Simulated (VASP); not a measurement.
Set up this calculation in VASP 6.6.1, as the native input.

```
Task                   : single point
Functional             : LDA
Potentials or basis    : VASP PAW LDA potentials, release 64 (C)
Cutoff                 : 520 eV
k mesh                 : 10 × 7 × 10
Occupations            : fermi-dirac, width 0.02 eV
Spin                   : no spin polarisation
Dipole correction      : no
Further INCAR settings : ALGO = Normal; EDIFF = 1e-07; NBANDS = 16
```

The structure of C lies in POSCAR:

```
C
1.0
   -1.7658614237      1.7658614237      0.0000000000
    0.0000000000      0.0000000000      3.5317228474
    1.7658614237      1.7658614237      0.0000000000
C
4
Direct
    0.5000000000      0.3750000000      0.2500000000
    0.0000000000      0.8750000000      0.7500000000
    0.0000000000      0.1250000000      0.2500000000
    0.5000000000      0.6250000000      0.7500000000
```

One way to write it, as run:

INCAR

```
  PREC = Accurate
  ENCUT = 520
  EDIFF = 1E-7
  ISMEAR = -1
  SIGMA = 0.02
  LREAL = F
  LASPH = T
  NELM = 100
  ALGO = Normal
  ISIF = 2
  LWAVE = F
  LCHARG = F
  NBANDS = 16
```

KPOINTS

```
Automatic mesh
0
Gamma
  10 7 10
```

Potentials or basis: VASP PAW LDA potentials, release 64 (C).

Command:

```sh
$ cat potpaw_LDA.64/C/POTCAR > POTCAR
$ mpirun -np 1 vasp_std > vasp.out
```

Results of the run:

```yaml
Pressure: 1.6 GPa
Band_gap_on_the_k_mesh: 4.17 eV
```

Wall time 22 s on 1 thread of Intel(R) Xeon(R) Platinum 8488C (Sapphire Rapids), on a shared host, peak memory 0.12 GiB.
